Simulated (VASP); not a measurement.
# Na (P6_3/mmc) in VASP: a series of runs

Runs on Na. Level: PBEsol. Tasks: single point.

Everything below comes from runs of VASP 6.6.1. Logs are shortened: lines on timing, memory, paths and dates and some standing lists are left out, and cuts for length are marked.

### 1 The cell of the first run

It takes space group P6_3/mmc (No. 194, hexagonal). The conventional cell has a = 4.058 Å, b = 4.058 Å, c = 5.303 Å, α = 90.00°, β = 90.00°, γ = 120.00°. Within 4.6 Å of Na (site symmetry -6m2) lie 12 Na at 3.54 to 4.06 Å.

### 2 Single point, PBEsol

INCAR reads:

```
SYSTEM = Na
PREC = Accurate
ENCUT = 520
EDIFF = 1E-7
ISMEAR = 0
SIGMA = 0.15
LREAL = .FALSE.
LASPH = .TRUE.
NELM = 60
ALGO = Fast
ISIF = 2
LWAVE = .FALSE.
LCHARG = .FALSE.
GGA = PS
NBANDS = 14
```

KPOINTS reads:

```
regular mesh
0
G
  18 18 10
  0 0 0
```

POSCAR reads:

```
Na
1.0
    4.0578788133      0.0000000000      0.0000000000
   -2.0289394067      3.5142261378      0.0000000000
    0.0000000000      0.0000000000      5.3033564330
Na
2
Direct
    0.3333333333      0.6666666667      0.2500000000
    0.6666666667      0.3333333333      0.7500000000
```

Potentials or basis: VASP PAW PBE potentials, release 64 (Na_pv).

Started as:

```
$ cat potpaw_PBE.64/Na_pv/POTCAR > POTCAR
$ mpirun -np 1 vasp_std > vasp.out
```

OUTCAR:

```text
SYSTEM = Na
   PREC = Accurate
   ENCUT = 520
   EDIFF = 1E-7
   ISMEAR = 0
   LREAL = .FALSE.
   LASPH = .TRUE.
   NELM = 60
   ISIF = 2
   GGA = PS

 ion  position               nearest neighbor table
   1  0.333  0.667  0.250-
   2  0.667  0.333  0.750-

  LATTYP: Found a hexagonal cell.
 ALAT       =     4.0578788133
 C/A-ratio  =     1.3069282443

  Lattice vectors:

 A1 = (   4.0578788133,   0.0000000000,   0.0000000000)
 A2 = (  -2.0289394067,   3.5142261378,   0.0000000000)
 A3 = (   0.0000000000,   0.0000000000,   5.3033564330)

Analysis of symmetry for initial positions (statically):
=====================================================================
 Subroutine PRICEL returns:
 Original cell was already a primitive cell.

 Routine SETGRP: Setting up the symmetry group for a
 hexagonal supercell.

 Subroutine GETGRP returns: Found 24 space group operations
 (whereof 12 operations were pure point group operations)
 out of a pool of 24 trial point group operations.

The static configuration has the point symmetry D_3d.
 The point group associated with its full space group is D_6h.

Analysis of symmetry for dynamics (positions and initial velocities):
=====================================================================
 Subroutine PRICEL returns:
 Original cell was already a primitive cell.

 Routine SETGRP: Setting up the symmetry group for a
 hexagonal supercell.

 Subroutine GETGRP returns: Found 24 space group operations
 (whereof 12 operations were pure point group operations)
 out of a pool of 24 trial point group operations.

The dynamic configuration has the point symmetry D_3d.
 The point group associated with its full space group is D_6h.

 Subroutine INISYM returns: Found 24 space group operations
 (whereof 12 operations are pure point group operations),
 and found     1 'primitive' translations

----------------------------------------------------------------------------------------

                                     Primitive cell

  volume of cell :      75.6275

  direct lattice vectors                    reciprocal lattice vectors
     4.057878813  0.000000000  0.000000000     0.246434171  0.142278835  0.000000000
    -2.028939407  3.514226138  0.000000000     0.000000000  0.284557670  0.000000000
     0.000000000  0.000000000  5.303356433     0.000000000  0.000000000  0.188559832

  length of vectors
     4.057878813  4.057878813  5.303356433     0.284557670  0.284557670  0.188559832

  position of ions in fractional coordinates (direct lattice)
     0.333333333  0.666666667  0.250000000
     0.666666667  0.333333333  0.750000000

  ion indices of the primitive-cell ions
   primitive index   ion index
                 1           1
                 2           2

----------------------------------------------------------------------------------------

 KPOINTS: regular mesh

Automatic generation of k-mesh.
 Grid dimensions read from file:
 generate k-points for:   18   18   10

 Generating k-lattice:

  Cartesian coordinates                     Fractional coordinates (reciprocal lattice)
     0.013690787  0.007904380  0.000000000     0.055555556  0.000000000  0.000000000
     0.000000000  0.015808759  0.000000000     0.000000000  0.055555556  0.000000000
     0.000000000  0.000000000  0.018855983     0.000000000  0.000000000  0.100000000

  Length of vectors
     0.015808759  0.015808759  0.018855983

  Shift w.r.t. Gamma in fractional coordinates (k-lattice)
     0.000000000  0.000000000  0.000000000

 Subroutine IBZKPT returns following result:
 ===========================================

 Found    222 irreducible k-points:

 Following reciprocal coordinates:
            Coordinates               Weight
  0.000000  0.000000  0.000000      1.000000
  0.055556  0.000000  0.000000      6.000000
  0.111111  0.000000  0.000000      6.000000
  0.166667 -0.000000  0.000000      6.000000
  0.222222  0.000000  0.000000      6.000000
  0.277778 -0.000000  0.000000      6.000000
[... 16 lines left out ...]
  0.333333  0.111111  0.000000     12.000000
  0.388889  0.111111  0.000000     12.000000
 [... further k-points ...]
   k-points           NKPTS =    222   k-points in BZ     NKDIM =    222   number of bands    NBANDS=     14
   number of dos      NEDOS =    301   number of ions     NIONS =      2
   total plane-waves  NPLWV =  36000
   dimension x,y,z NGX =    30 NGY =   30 NGZ =   40
   dimension x,y,z NGXF=    60 NGYF=   60 NGZF=   80
   ions per type =               2
   NGX,Y,Z   is equivalent  to a cutoff of  12.29, 12.29, 12.54 a.u.
   NGXF,Y,Z  is equivalent  to a cutoff of  24.58, 24.58, 25.08 a.u.
 SYSTEM =  Na
   PREC   = accura    normal or accurate (medium, high low for compatibility)
   ISTART =      0    job   : 0-new  1-cont  2-samecut
   ICHARG =      2    charge: 1-file 2-atom 10-const
   ISPIN  =      1    spin polarized calculation?
   LNONCOLLINEAR =      F non collinear calculations
   LSORBIT =      F    spin-orbit coupling
   LASPH  =      T    aspherical Exc in radial PAW
   ENCUT  =  520.0 eV  38.22 Ry    6.18 a.u.   7.54  7.54  9.86*2*pi/ulx,y,z
   NELM   =     60;   NELMIN=  2; NELMDL= -5     # of ELM steps
   EDIFF  = 0.1E-06   stopping-criterion for ELM
   LREAL  =      F    real-space projection
   EDIFFG = 0.1E-05   stopping-criterion for IOM
   NSW    =      0    number of steps for IOM
   IBRION =     -1    ionic relax: 0-MD 1-quasi-New 2-CG
   NFREE  =      0    steps in history (QN), initial steepest desc. (CG)
   ISIF   =      2    stress and relaxation
   ISYM   =      2    0-nonsym 1-usesym 2-fastsym
   POTIM  = 0.5000    time-step for ionic-motion
   TEBEG  =    0.0;   TEEND  =   0.0 temperature during run
   PSTRESS=    0.0 pullay stress
   NELECT =      14.0000    total number of electrons
   NUPDOWN=      -1.0000    fix difference up-down
   EMIN   =  10.00;   EMAX   =-10.00  energy-range for DOS
   EFERMI =   0.00;   METHOD = LEGACY
   ISMEAR =     0;   SIGMA  =   0.15  broadening in eV -4-tet -1-fermi 0-gaus
   EFERMI_NEDOS =   21; number of points for ismear=-14 and -15
   IALGO  =     68    algorithm
   IMIX   =      4    mixing-type and parameters
     AMIX     =   0.40;   BMIX     =  1.00
     AMIX_MAG =   1.60;   BMIX_MAG =  1.00
  volume/ion in A,a.u.               =      37.81       255.18
  Fermi-wavevector in a.u.,A,eV,Ry     =   0.933020  1.763152 11.844231  0.870526
  Thomas-Fermi vector in A             =   2.059678
   LORBIT       =      0    0 simple, 1 ext, 2 COOP (PROOUT), +10 PAW based schemes
   GGA     = PS    functional components
   LHFCALC =     F    Hartree Fock is set to
   AEXX    =    0.0000 exact exchange contribution
   IVDW    =     0    specifies the selected vdW correction
   LEPSILON=     F    determine dielectric tensor
   LRPA    =     F    only Hartree local field effects (RPA)
 non-spin polarized calculation
 RMM-DIIS sequential band-by-band and
 Gauss-broadening in eV      SIGMA  =   0.15
  energy-cutoff  :      520.00
  volume of cell :       75.63
 maximum number of plane-waves:      2061
   NGX = 15   NGY = 15   NGZ = 19

 number of electron      13.9999981 magnetization

 Free energy of the ion-electron system (eV)
  ---------------------------------------------------
  ext. energy  EPLUGINS =         0.00000000
  ---------------------------------------------------
  free energy    TOTEN  =        -2.73707229 eV

  energy without entropy =       -2.72657562  energy(sigma->0) =       -2.73182396

 E-fermi :   0.2559     XC(G=0):  -6.4457

 val. band max:        0.2460016591   @ k =   0.4444   0.0556   0.3000
 cond. band min:       0.2789137100   @ k =   0.4444   0.0000   0.4000
 fundamental gap:      0.0329120510
 Fermi energy:         0.2559442690

 k-point     1 :       0.0000    0.0000    0.0000
  band No.  band energies     occupation
      1     -24.6387      2.00000
      2     -24.5994      2.00000
      3     -24.5994      2.00000
      4     -24.5882      2.00000
      5     -24.5857      2.00000
      6     -24.5857      2.00000
      7      -2.9860      2.00000
      8       2.0224      0.00000
      9       2.5950      0.00000
     10       8.4093      0.00000
     11       8.4093      0.00000
     12       8.4974      0.00000
     13       8.4974      0.00000
     14       9.4233      0.00000

 k-point     2 :       0.0556    0.0000    0.0000
  band No.  band energies     occupation
      1     -24.6383      2.00000
      2     -24.5997      2.00000
      3     -24.5996      2.00000
      4     -24.5885      2.00000
      5     -24.5861      2.00000
      6     -24.5857      2.00000
      7      -2.9471      2.00000
      8       2.0563      0.00000
      9       2.6294      0.00000
     10       7.5137      0.00000
     11       7.8924      0.00000
     12       8.4703      0.00000
     13       9.0797      0.00000
     14      10.0309      0.00000

 k-point     3 :       0.1111    0.0000    0.0000
  band No.  band energies     occupation
      1     -24.6371      2.00000
      2     -24.6005      2.00000
      3     -24.6002      2.00000
      4     -24.5894      2.00000
      5     -24.5872      2.00000
      6     -24.5856      2.00000
      7      -2.8308      2.00000
      8       2.1579      0.00000
      9       2.7304      0.00000
     10       6.4303      0.00000
     11       7.4005      0.00000
     12       8.0303      0.00000
     13       9.7659      0.00000
     14      10.8036      0.00000
[... 324 lines left out ...]
 k-point    23 :       0.3333    0.1111    0.0000
  band No.  band energies     occupation
      1     -24.6229      2.00000
      2     -24.6090      2.00000
      3     -24.6044      2.00000
      4     -24.6014      2.00000
      5     -24.5967      2.00000
      6     -24.5861      2.00000
      7      -1.0023      2.00000
      8       1.6211      0.00000
      9       3.7928      0.00000
     10       3.9368      0.00000
     11       5.0412      0.00000
     12       6.2687      0.00000
     13       7.1696      0.00000
     14       8.7443      0.00000

 k-point    24 :       0.3889    0.1111    0.0000
  band No.  band energies     occupation
      1     -24.6204      2.00000
      2     -24.6100      2.00000
      3     -24.6045      2.00000
      4     -24.6037      2.00000
      5     -24.5978      2.00000
      6     -24.5862      2.00000
      7      -0.4432      2.00000
      8       0.8739      0.00000
      9       3.9329      0.00000
     10       4.3064      0.00000
     11       5.4057      0.00000
     12       5.5459      0.00000
     13       6.5995      0.00000
     14       8.6591      0.00000

 [... further k-points ...]

------------------------ aborting loop because EDIFF is reached ----------------------------------------

  FORCE on cell =-STRESS in cart. coord.  units (eV):
  Direction    XX          YY          ZZ          XY          YZ          ZX
  --------------------------------------------------------------------------------------
  -------------------------------------------------------------------------------------
  Total       -0.2488905     -0.2488905      0.4844244      0.0000000     -0.0000000      0.0000000
  in kB       -5.2727762     -5.2727762     10.2625908      0.0000000     -0.0000000      0.0000000
  external PRESSURE =      -0.0943205 kB  Pullay stress =       0.0000000 kB

 VOLUME and BASIS-vectors are now :
 -----------------------------------------------------------------------------
  energy-cutoff  :      520.00
  volume of cell :       75.63
      direct lattice vectors                 reciprocal lattice vectors
     4.057878813  0.000000000  0.000000000     0.246434171  0.142278835  0.000000000
    -2.028939407  3.514226138  0.000000000     0.000000000  0.284557670  0.000000000
     0.000000000  0.000000000  5.303356433     0.000000000  0.000000000  0.188559832

 POSITION                                       TOTAL-FORCE (eV/Angst)
 -----------------------------------------------------------------------------------
     -0.00000      2.34282      1.32584         0.000000      0.000000      0.000000
      2.02894      1.17141      3.97752        -0.000000      0.000000     -0.000000
 -----------------------------------------------------------------------------------
    total drift:                               -0.000000      0.000000      0.000000

  FREE ENERGIE OF THE ION-ELECTRON SYSTEM (eV)
  ---------------------------------------------------
  free  energy   TOTEN  =        -2.7370722929 eV

  energy  without entropy=       -2.7265756249  energy(sigma->0) =       -2.73182396
```

It took 3.9 min on 1 thread of Oxide Virtual Turin-like, shared host; peak memory 0.27 GiB.

Results:

```
Free energy            : -2.7371 eV
Pressure               : 0.0 GPa
Band gap on the k mesh : zero (band 7 reaches 1.96 eV, above the bottom of band 8 at -1.62 eV)
```

Stress tensor (GPa, compression positive):
```
-0.53  0.00  0.00
 0.00 -0.53  0.00
 0.00  0.00  1.03
```

Levels at points of the mesh, in eV from the Fermi level:
| k point | band 3 | band 4 | band 5 | band 6 | band 7 | band 8 | band 9 | band 10 | band 11 | band 12 |
| --- | --- | --- | --- | --- | --- | --- | --- | --- | --- | --- |
| (0.00, 0.00, 0.00) | -24.86 | -24.84 | -24.84 | -24.84 | -3.24 | 1.77 | 2.34 | 8.15 | 8.15 | 8.24 |
| (0.50, 0.00, 0.00) | -24.86 | -24.86 | -24.85 | -24.84 | -0.19 | -0.18 | 4.50 | 4.56 | 4.76 | 5.37 |
| (0.00, 0.00, 0.50) | -24.85 | -24.85 | -24.85 | -24.85 | -1.88 | -1.88 | 8.11 | 8.11 | 8.97 | 8.97 |
| (0.50, 0.00, 0.50) | -24.85 | -24.85 | -24.85 | -24.85 | 0.91 | 0.91 | 1.36 | 1.36 | 6.69 | 6.69 |

Caveat: the PAW data sets were made with another functional, which shifts forces and pressure a little.

### 3 Single point, PBEsol

This run uses another cell than the first one, of the same volume but with other edges.

INCAR reads:

```
SYSTEM = Na
ALGO = Fast
EDIFF = 1E-6
ENCUT = 520
GGA = PS
ISIF = 2
ISMEAR = 0
LASPH = .TRUE.
LCHARG = .FALSE.
LREAL = .FALSE.
LWAVE = .FALSE.
NBANDS = 14
NELM = 100
PREC = Accurate
SIGMA = 0.15
```

KPOINTS reads:

```
k-points
0
G
  18 18 10
  0 0 0
```

POSCAR reads:

```
Na
1.0
    3.4515535661      0.0000000000      0.0000000000
   -1.7257767831      2.9891330708      0.0000000000
    0.0000000000      0.0000000000      7.3302658687
Na
2
Direct
    0.3333333333      0.6666666667      0.2500000000
    0.6666666667      0.3333333333      0.7500000000
```

Potentials or basis: VASP PAW PBE potentials, release 64 (Na_pv).

Started as:

```
$ cat potpaw_PBE.64/Na_pv/POTCAR > POTCAR
$ mpirun -np 1 vasp_std > vasp.out
```

OUTCAR:

```text
SYSTEM = Na
   EDIFF = 1E-6
   ENCUT = 520
   GGA = PS
   ISIF = 2
   ISMEAR = 0
   LASPH = .TRUE.
   LREAL = .FALSE.
   NELM = 100
   PREC = Accurate

 ion  position               nearest neighbor table
   1  0.333  0.667  0.250-
   2  0.667  0.333  0.750-

  LATTYP: Found a hexagonal cell.
 ALAT       =     3.4515535661
 C/A-ratio  =     2.1237583970

  Lattice vectors:

 A1 = (   3.4515535661,   0.0000000000,   0.0000000000)
 A2 = (  -1.7257767831,   2.9891330708,   0.0000000000)
 A3 = (   0.0000000000,   0.0000000000,   7.3302658687)

Analysis of symmetry for initial positions (statically):
=====================================================================
 Subroutine PRICEL returns:
 Original cell was already a primitive cell.

 Routine SETGRP: Setting up the symmetry group for a
 hexagonal supercell.

 Subroutine GETGRP returns: Found 24 space group operations
 (whereof 12 operations were pure point group operations)
 out of a pool of 24 trial point group operations.

The static configuration has the point symmetry D_3d.
 The point group associated with its full space group is D_6h.

[... 167 lines left out ...]
 fundamental gap:      0.0003958820
 Fermi energy:         0.2626926997

 k-point     1 :       0.0000    0.0000    0.0000
  band No.  band energies     occupation
      1     -24.6269      2.00000
      2     -24.6142      2.00000
      3     -24.6131      2.00000
      4     -24.6131      2.00000
      5     -24.6124      2.00000
      6     -24.6124      2.00000
      7      -2.9878      2.00000
      8      -0.2654      2.00000
      9      -0.0658      1.99805
     10       7.6996      0.00000
     11       7.8962      0.00000
     12      12.3416      0.00000
     13      12.3416      0.00000
     14      12.8668      0.00000
[... 377 lines left out ...]
      1     -24.6702      2.00000
      2     -24.6689      2.00000
      3     -24.6317      2.00000
      4     -24.6303      2.00000
      5     -24.6139      2.00000
      6     -24.6099      2.00000
      7       0.4829      0.03788
      8       2.1690      0.00000
      9       3.2153      0.00000
     10       3.3333      0.00000
     11       4.9043      0.00000
     12       4.9941      0.00000
     13       7.2913      0.00000
     14       9.3400      0.00000

 [... further k-points ...]
[... 5 lines left out ...]
  --------------------------------------------------------------------------------------
  -------------------------------------------------------------------------------------
  Total        0.6545121      0.6545121     -1.0063649     -0.0000000      0.0000000      0.0000000
  in kB       13.8659198     13.8659198    -21.3199650     -0.0000000      0.0000000      0.0000000
  external PRESSURE =       2.1372915 kB  Pullay stress =       0.0000000 kB

 VOLUME and BASIS-vectors are now :
 -----------------------------------------------------------------------------
  energy-cutoff  :      520.00
  volume of cell :       75.63
      direct lattice vectors                 reciprocal lattice vectors
     3.451553566  0.000000000  0.000000000     0.289724607  0.167272580  0.000000000
    -1.725776783  2.989133071  0.000000000     0.000000000  0.334545160  0.000000000
     0.000000000  0.000000000  7.330265869     0.000000000  0.000000000  0.136420700

 POSITION                                       TOTAL-FORCE (eV/Angst)
 -----------------------------------------------------------------------------------
     -0.00000      1.99276      1.83257         0.000000     -0.000000      0.000000
      1.72578      0.99638      5.49770        -0.000000      0.000000      0.000000
 -----------------------------------------------------------------------------------
    total drift:                                0.000000     -0.000000      0.000000

  FREE ENERGIE OF THE ION-ELECTRON SYSTEM (eV)
  ---------------------------------------------------
  free  energy   TOTEN  =        -2.6577597891 eV

  energy  without entropy=       -2.6461612082  energy(sigma->0) =       -2.65196050
```

OSZICAR:

```text
N       E                     dE             d eps       ncg     rms          rms(c)
DAV:   1     0.100126085372E+03    0.10013E+03   -0.75652E+03  6224   0.954E+02
DAV:   2     0.137481962037E+01   -0.98751E+02   -0.97712E+02  6438   0.276E+02
DAV:   3    -0.260617361272E+01   -0.39810E+01   -0.39772E+01  8022   0.636E+01
DAV:   4    -0.266145227347E+01   -0.55279E-01   -0.55276E-01  7104   0.805E+00
DAV:   5    -0.266268818743E+01   -0.12359E-02   -0.12359E-02  8064   0.123E+00    0.327E-01
RMM:   6    -0.265897609417E+01    0.37121E-02   -0.43089E-03  7917   0.856E-01    0.193E-01
RMM:   7    -0.265779237157E+01    0.11837E-02   -0.36437E-03  7993   0.682E-01    0.636E-02
RMM:   8    -0.265773683556E+01    0.55536E-04   -0.69782E-04  8206   0.473E-01    0.608E-03
RMM:   9    -0.265775500583E+01   -0.18170E-04   -0.18485E-04  8485   0.165E-01    0.722E-03
RMM:  10    -0.265775749458E+01   -0.24887E-05   -0.71783E-05  8382   0.154E-01    0.455E-03
RMM:  11    -0.265775904757E+01   -0.15530E-05   -0.26544E-05  8891   0.621E-02    0.238E-03
RMM:  12    -0.265775978906E+01   -0.74149E-06   -0.82381E-06  6081   0.426E-02
   1 F= -.26577598E+01 E0= -.26519605E+01  d E =-.115986E-01
```

Run time: 3.6 min. Hardware: 1 thread of Oxide Virtual Turin-like, shared host; peak memory 0.28 GiB.

Results:

| Property | Result |
| --- | --- |
| Free energy | -2.6578 eV |
| Pressure | 0.2 GPa |
| Band gap on the k mesh | zero (band 7 reaches 2.84 eV, above the bottom of band 8 at -2.27 eV) |

Caveat: the PAW data sets were made with another functional, which shifts forces and pressure a little.
